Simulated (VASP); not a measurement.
**Bi2Te3: single point with PBE**

The system is Bi2Te3.

```
Bi Te
1.0
     2.22481    1.28449   10.64947
    -2.22481    1.28449   10.64947
     0.00000   -2.56899   10.64947
Bi Te
2 3
Cartesian
  0.0000 0.0000 12.7031
  0.0000 0.0000 19.2453
  0.0000 0.0000 0.0000
  0.0000 0.0000 6.8763
  0.0000 0.0000 25.0721
```

| Property | Result |
| --- | --- |
| Program | VASP 6.6.1 |
| Task | single point |
| Functional | PBE |
| Potentials or basis | VASP PAW PBE potentials, release 64 (Bi_d, Te) |
| Cutoff | 520 eV |
| k mesh | 8 × 8 × 8 |
| Occupations | methfessel-paxton, width 0.005 eV |
| Spin | no spin polarisation |
| Dipole correction | no |
| Further INCAR settings | ALGO = Normal; EDIFF = 1e-06; NBANDS = 32 |

```yaml
Pressure: 0.0 GPa
Largest_force: 0.008 eV/Å
Band_gap_on_the_k_mesh: 0.49 eV
```

Forces in eV/Å, atoms in the order of the input:
```
Bi   0.000  0.000 -0.008
Bi   0.000  0.000  0.008
Te   0.000  0.000  0.000
Te   0.000  0.000 -0.005
Te   0.000  0.000  0.005
```

Levels at points of the mesh, in eV from the valence-band top:
```csv
k point,band 21,band 22,band 23,band 24,band 25,band 26,band 27,band 28
"(0.00, 0.00, 0.00)",-1.31,-0.62,-0.62,0.00,0.49,1.07,1.07,2.04
"(0.50, 0.00, 0.00)",-2.39,-1.70,-0.71,-0.47,0.89,1.61,2.71,3.00
"(0.50, 0.50, 0.00)",-1.62,-1.47,-1.01,-0.85,1.40,1.53,2.16,2.83
"(0.50, 0.50, 0.50)",-1.18,-0.74,-0.74,-0.26,0.78,1.31,1.31,1.90
```

It took 28 min on 1 thread of Intel(R) Xeon(R) Platinum 8488C (Sapphire Rapids), with other jobs on the host, peak memory 1.2 GiB.

Caveat: spin-orbit coupling is left out, which moves the levels of the heavy elements. A k mesh can miss the band edges.
